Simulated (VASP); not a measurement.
Set up this calculation in VASP 6.6.1, as the native input.

```yaml
Task: single point
Functional: r2SCAN
Potentials_or_basis: VASP PAW PBE potentials, release 64 (Na_pv, F)
Cutoff: 520 eV
k_mesh: 12 × 12 × 6
Occupations: gaussian, width 0.01 eV
Spin: no spin polarisation
Dipole_correction: no
Further_INCAR_settings: ALGO = Normal; EDIFF = 1e-06; NBANDS = 22
```

NaF:

```
CELL_PARAMETERS angstrom
3.17755 0.00477 0.00000
-1.58465 2.74946 0.00000
0.00000 0.00000 5.56763
ATOMIC_POSITIONS crystal
Na 0.00000 0.00000 0.00000
Na 0.00000 0.00000 0.50000
F 0.33333 0.66667 0.25000
F 0.66667 0.33333 0.75000
```

This cell differs from its parent crystal: shear xy strain +0.3%.

The input as run:

POSCAR

```
NaF
1.0
    3.1775543043      0.0047663315      0.0000000000
   -1.5846493880      2.7494595837      0.0000000000
    0.0000000000      0.0000000000      5.5676310051
Na F
2 2
Direct
    0.0000000000      0.0000000000      0.0000000000
    0.0000000000      0.0000000000      0.5000000000
    0.3333333333      0.6666666667      0.2500000000
    0.6666666667      0.3333333333      0.7500000000
```

INCAR.step1

```
SYSTEM = NaF
PREC = Accurate ; ENCUT = 520
ISMEAR = 0 ; SIGMA = 0.01
LREAL = .False. ; LASPH = .True.
NELM = 80 ; NBANDS = 22
GGA = PE ; ALGO = Normal
EDIFF = 1E-4 ; LWAVE = .True.
LCHARG = .False.
```

INCAR.step2

```
SYSTEM = NaF
PREC = Accurate ; ENCUT = 520
EDIFF = 1E-6 ; ISMEAR = 0
SIGMA = 0.01 ; LREAL = .False.
LASPH = .True. ; NELM = 80
ALGO = Normal ; ISIF = 2
LWAVE = .False. ; LCHARG = .False.
METAGGA = R2SCAN ; LMIXTAU = .True.
NBANDS = 22 ; ISTART = 1
```

KPOINTS

```
Automatic mesh
0
Gamma
  12 12 6
  0 0 0
```

Potentials or basis: VASP PAW PBE potentials, release 64 (Na_pv, F).

Command:

```sh
$ cat potpaw_PBE.64/Na_pv/POTCAR potpaw_PBE.64/F/POTCAR > POTCAR
$ cp INCAR.step1 INCAR
$ mpirun -np 1 vasp_std > vasp.out
$ cp INCAR.step2 INCAR
$ mpirun -np 1 vasp_std > vasp.out
```

It gave:

```yaml
Pressure: -0.5 GPa
Largest_force: 0.005 eV/Å
Band_gap_on_the_k_mesh: 7.21 eV
```

Caveat: the cell differs from its parent crystal (shear xy strain +0.3%); the PAW data sets were made with another functional, which shifts forces and pressure a little.

It took 8.1 min on 1 thread of AMD EPYC 9R45 96-Core Processor (Zen 5), with other jobs on the host, peak memory 0.32 GiB.
